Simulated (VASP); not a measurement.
# PtS2 in VASP: settings compared

PtS2 is run at these levels: PBE, PBE+D3(BJ); tasks: single point.

All numbers are computed with VASP 6.6.1; they aren't measurements. Logs are shortened: lines on timing, memory, paths and dates and some standing lists are left out, and cuts for length are marked.

## 1. The cell of the first run

Symmetry: P-3m1, No. 164, trigonal system. Conventional cell: a = 3.575 Å, b = 3.575 Å, c = 6.430 Å, α = 90.00°, β = 90.00°, γ = 120.00°. Pt (site symmetry -3m) has 6 S at 2.40 Å within 3.2 Å. S (site symmetry 3m) has 3 Pt at 2.40 Å and 3 S at 3.21 Å within 3.3 Å.

## 2. Single point, PBE, non-collinear spin, zero start, spin-orbit coupling

File INCAR:

```
  PREC = Accurate
  ENCUT = 520
  EDIFF = 1E-6
  ISMEAR = 0
  SIGMA = 0.05
  LREAL = False
  LASPH = True
  NELM = 150
  ALGO = Normal
  ISIF = 2
  LWAVE = False
  LCHARG = False
  MAGMOM = 0 0 0 0 0 0 0 0 0
  LORBIT = 11
  LSORBIT = True
  GGA_COMPAT = False
  LORBMOM = True
  LMAXMIX = 4
  GGA = PE
  NBANDS = 35
```

File KPOINTS:

```
Automatic mesh
0
Gamma
  8 8 4
```

File POSCAR:

```
PtS2
1.0
    3.5750232019      0.0000000000      0.0000000000
   -1.7875116009      3.0960609120      0.0000000000
    0.0000000000      0.0000000000      6.4298417778
Pt S
1 2
Direct
    0.0000000000      0.0000000000      0.0000000000
    0.3333333333      0.6666666667      0.1913716893
    0.6666666667      0.3333333333      0.8086283107
```

Potentials or basis: VASP PAW PBE potentials, release 64 (Pt, S).

The run is started by

```sh
$ cat potpaw_PBE.64/Pt/POTCAR potpaw_PBE.64/S/POTCAR > POTCAR
$ mpirun -np 1 vasp_ncl > vasp.out
```

OUTCAR:

```text
PREC = Accurate
   ENCUT = 520
   EDIFF = 1E-6
   ISMEAR = 0
   LREAL = False
   LASPH = True
   NELM = 150
   ISIF = 2
   LORBIT = 11
   LSORBIT = True
   GGA = PE

 ion  position               nearest neighbor table
   1  0.000  0.000  0.000-   2 2.40   3 2.40   3 2.40   2 2.40   3 2.40   2 2.40
   2  0.333  0.667  0.191-   1 2.40   1 2.40   1 2.40
   3  0.667  0.333  0.809-   1 2.40   1 2.40   1 2.40

  LATTYP: Found a hexagonal cell.
 ALAT       =     3.5750232019
 C/A-ratio  =     1.7985454680

  Lattice vectors:

 A1 = (   3.5750232019,   0.0000000000,   0.0000000000)
 A2 = (  -1.7875116009,   3.0960609120,   0.0000000000)
 A3 = (   0.0000000000,   0.0000000000,   6.4298417778)

Analysis of symmetry for initial positions (statically):
=====================================================================
 Subroutine PRICEL returns:
 Original cell was already a primitive cell.

 Routine SETGRP: Setting up the symmetry group for a
 hexagonal supercell.

 Subroutine GETGRP returns: Found 12 space group operations
 (whereof 12 operations were pure point group operations)
 out of a pool of 24 trial point group operations.

The static configuration has the point symmetry D_3d.

Analysis of symmetry for dynamics (positions and initial velocities):
=====================================================================
 Subroutine PRICEL returns:
 Original cell was already a primitive cell.

 Routine SETGRP: Setting up the symmetry group for a
 hexagonal supercell.

 Subroutine GETGRP returns: Found 12 space group operations
 (whereof 12 operations were pure point group operations)
 out of a pool of 24 trial point group operations.

The dynamic configuration has the point symmetry D_3d.

Analysis of structural, dynamic, and magnetic symmetry:
=====================================================================
 Subroutine PRICEL returns:
 Original cell was already a primitive cell.

 Routine SETGRP: Setting up the symmetry group for a
 hexagonal supercell.

 Subroutine GETGRP returns: Found 12 space group operations
 (whereof 12 operations were pure point group operations)
 out of a pool of 24 trial point group operations.

The overall configuration has the point symmetry D_3d.

 Subroutine INISYM returns: Found 12 space group operations
 (whereof 12 operations are pure point group operations),
 and found     1 'primitive' translations

----------------------------------------------------------------------------------------

                                     Primitive cell

  volume of cell :      71.1686

  direct lattice vectors                    reciprocal lattice vectors
     3.575023202  0.000000000  0.000000000     0.279718464  0.161495531  0.000000000
    -1.787511601  3.096060912  0.000000000     0.000000000  0.322991061  0.000000000
     0.000000000  0.000000000  6.429841778     0.000000000  0.000000000  0.155524822

  length of vectors
     3.575023202  3.575023202  6.429841778     0.322991061  0.322991061  0.155524822

  position of ions in fractional coordinates (direct lattice)
     0.000000000  0.000000000  0.000000000
     0.333333333  0.666666667  0.191371689
     0.666666667  0.333333333  0.808628311

  ion indices of the primitive-cell ions
   primitive index   ion index
                 1           1
                 2           2
                 3           3

----------------------------------------------------------------------------------------

 KPOINTS: Automatic mesh

Automatic generation of k-mesh.
 Grid dimensions read from file:
 generate k-points for:    8    8    4

 Generating k-lattice:

  Cartesian coordinates                     Fractional coordinates (reciprocal lattice)
     0.034964808  0.020186941  0.000000000     0.125000000 -0.000000000  0.000000000
[... 99 lines left out ...]
 number of electron      22.0000000 magnetization       0.0000000     -0.0000000     -0.0000000

 number of electron      22.0000000 magnetization       0.0000000     -0.0000000      0.0000000

 number of electron      22.0000000 magnetization       0.0000000      0.0000000      0.0000000

 Free energy of the ion-electron system (eV)
  ---------------------------------------------------
  ext. energy  EPLUGINS =         0.00000000
  ---------------------------------------------------
  free energy    TOTEN  =       -15.85403073 eV

  energy without entropy =      -15.85403073  energy(sigma->0) =      -15.85403073

 E-fermi :   3.4832     XC(G=0):  -8.9574

 val. band max:        3.2360850986   @ k =   0.1250   0.1250   0.0000
 cond. band min:       4.7179245361   @ k =   0.0000   0.2500   0.2500
 fundamental gap:      1.4818394375
 Fermi energy:         3.4831901446

 k-point     1 :       0.0000    0.0000    0.0000
  band No.  band energies     occupation
      1     -10.9000      1.00000
      2     -10.9000      1.00000
      3      -8.6623      1.00000
      4      -8.6623      1.00000
      5      -2.7221      1.00000
      6      -2.7221      1.00000
[... 877 lines left out ...]
     33      12.8039      0.00000
     34      12.8040      0.00000

 [... further k-points ...]

 [bands above 34 left out]

------------------------ aborting loop because EDIFF is reached ----------------------------------------

  FORCE on cell =-STRESS in cart. coord.  units (eV):
  Direction    XX          YY          ZZ          XY          YZ          ZX
  --------------------------------------------------------------------------------------
  -------------------------------------------------------------------------------------
  Total       -0.1316355     -0.1316355     -0.0664268     -0.0000000      0.0000000     -0.0000000
  in kB       -2.9634319     -2.9634319     -1.4954263     -0.0000000      0.0000000     -0.0000000
  external PRESSURE =      -2.4740967 kB  Pullay stress =       0.0000000 kB

 VOLUME and BASIS-vectors are now :
 -----------------------------------------------------------------------------
  energy-cutoff  :      520.00
  volume of cell :       71.17
      direct lattice vectors                 reciprocal lattice vectors
     3.575023202  0.000000000  0.000000000     0.279718464  0.161495531  0.000000000
    -1.787511601  3.096060912  0.000000000     0.000000000  0.322991061  0.000000000
     0.000000000  0.000000000  6.429841778     0.000000000  0.000000000  0.155524822

 POSITION                                       TOTAL-FORCE (eV/Angst)
 -----------------------------------------------------------------------------------
      0.00000      0.00000      0.00000         0.000000      0.000000      0.000000
     -0.00000      2.06404      1.23049        -0.000000      0.000000     -0.020173
      1.78751      1.03202      5.19935         0.000000      0.000000      0.020173
 -----------------------------------------------------------------------------------
    total drift:                               -0.000000      0.000000     -0.000000

  FREE ENERGIE OF THE ION-ELECTRON SYSTEM (eV)
  ---------------------------------------------------
  free  energy   TOTEN  =       -15.8540307322 eV

  energy  without entropy=      -15.8540307322  energy(sigma->0) =      -15.85403073

 orbital moment (x)

 # of ion     p       d       tot
 ----------------------------------------
  1        -0.000   0.000   0.000
  2         0.000   0.000   0.000
  3         0.000   0.000   0.000
 ----------------------------------------
            0.000   0.000   0.000

 orbital moment (y)

 # of ion     p       d       tot
 ----------------------------------------
  1        -0.000   0.000   0.000
  2         0.000   0.000   0.000
  3         0.000   0.000   0.000
 ----------------------------------------
            0.000   0.000   0.000

 orbital moment (z)

 # of ion     p       d       tot
 ----------------------------------------
  1         0.000   0.000   0.000
  2         0.000   0.000   0.000
  3         0.000   0.000   0.000
 ----------------------------------------
            0.000   0.000   0.000

 Spin-Orbit-Coupling matrix elements

 Ion:    1  E_soc:     -0.7747355
 l=   1
     0.0000000    -0.0333230    -0.0352377
    -0.0333230     0.0000000    -0.0333230
    -0.0352377    -0.0333230     0.0000000
 l=   2
     0.0000000    -0.0213889     0.0000000    -0.0213889    -0.0716208
    -0.0213889     0.0000000    -0.0511300    -0.0260480    -0.0213889
     0.0000000    -0.0511300     0.0000000    -0.0511300     0.0000000
    -0.0213889    -0.0260480    -0.0511300     0.0000000    -0.0213889
    -0.0716208    -0.0213889     0.0000000    -0.0213889     0.0000000
 l=   3
     0.0000000     0.0000000     0.0000000     0.0000000     0.0000000     0.0000000     0.0000000
     0.0000000     0.0000000     0.0000000     0.0000000     0.0000000     0.0000000     0.0000000
     0.0000000     0.0000000     0.0000000     0.0000000     0.0000000     0.0000000     0.0000000
     0.0000000     0.0000000     0.0000000     0.0000000     0.0000000     0.0000000     0.0000000
[... 29 lines left out ...]
 l=   2
     0.0000000     0.0000000     0.0000000     0.0000000     0.0000000
     0.0000000     0.0000000     0.0000000     0.0000000     0.0000000
     0.0000000     0.0000000     0.0000000     0.0000000     0.0000000
     0.0000000     0.0000000     0.0000000     0.0000000     0.0000000
     0.0000000     0.0000000     0.0000000     0.0000000     0.0000000
 l=   3
     0.0000000     0.0000000     0.0000000     0.0000000     0.0000000     0.0000000     0.0000000
     0.0000000     0.0000000     0.0000000     0.0000000     0.0000000     0.0000000     0.0000000
     0.0000000     0.0000000     0.0000000     0.0000000     0.0000000     0.0000000     0.0000000
     0.0000000     0.0000000     0.0000000     0.0000000     0.0000000     0.0000000     0.0000000
     0.0000000     0.0000000     0.0000000     0.0000000     0.0000000     0.0000000     0.0000000
     0.0000000     0.0000000     0.0000000     0.0000000     0.0000000     0.0000000     0.0000000
     0.0000000     0.0000000     0.0000000     0.0000000     0.0000000     0.0000000     0.0000000

 total charge

# of ion       s       p       d       tot
------------------------------------------
    1        0.687   0.775   7.933   9.395
    2        1.359   2.274   0.000   3.633
    3        1.359   2.274   0.000   3.633
--------------------------------------------------
tot          3.406   5.323   7.933  16.661

 magnetization (x)

# of ion       s       p       d       tot
------------------------------------------
    1       -0.000  -0.000   0.000  -0.000
    2        0.000  -0.000   0.000  -0.000
    3        0.000  -0.000   0.000  -0.000
--------------------------------------------------
tot         -0.000  -0.000   0.000  -0.000

 magnetization (y)

# of ion       s       p       d       tot
------------------------------------------
    1        0.000   0.000   0.000   0.000
    2       -0.000  -0.000   0.000  -0.000
    3       -0.000  -0.000   0.000  -0.000
--------------------------------------------------
tot         -0.000  -0.000   0.000  -0.000

 magnetization (z)

# of ion       s       p       d       tot
------------------------------------------
    1        0.000   0.000   0.000   0.000
    2        0.000   0.000   0.000   0.000
    3        0.000   0.000   0.000   0.000
--------------------------------------------------
tot          0.000   0.000   0.000   0.000
```

Run time: 5.2 min. Hardware: 1 thread of Intel Xeon 8259CL, shared host; peak memory 0.41 GiB.

Results:

```
Free energy                                           : -15.8540 eV
Pressure                                              : -0.2 GPa
Largest force                                         : 0.020 eV/Å
Net moment                                            : 0.00 μB per cell
Valence electrons inside the program's atomic spheres : Pt 9.39; S 3.63
```

Forces on the atoms (eV/Å):
```
Pt   0.000  0.000  0.000
S    0.000  0.000 -0.020
S    0.000  0.000  0.020
```

Stress tensor (GPa, compression positive):
```
-0.30  0.00  0.00
 0.00 -0.30  0.00
 0.00  0.00 -0.15
```

Moments on the atoms (μB; x, y, z):
```
Pt  0.00 0.00 0.00
S   0.00 0.00 0.00
S   0.00 0.00 0.00
```

Caveat: this functional lacks dispersion, which binds layers or chains, so the pressure and a relaxed spacing across them are unreliable.

(Part 1 of 2 ends here.)
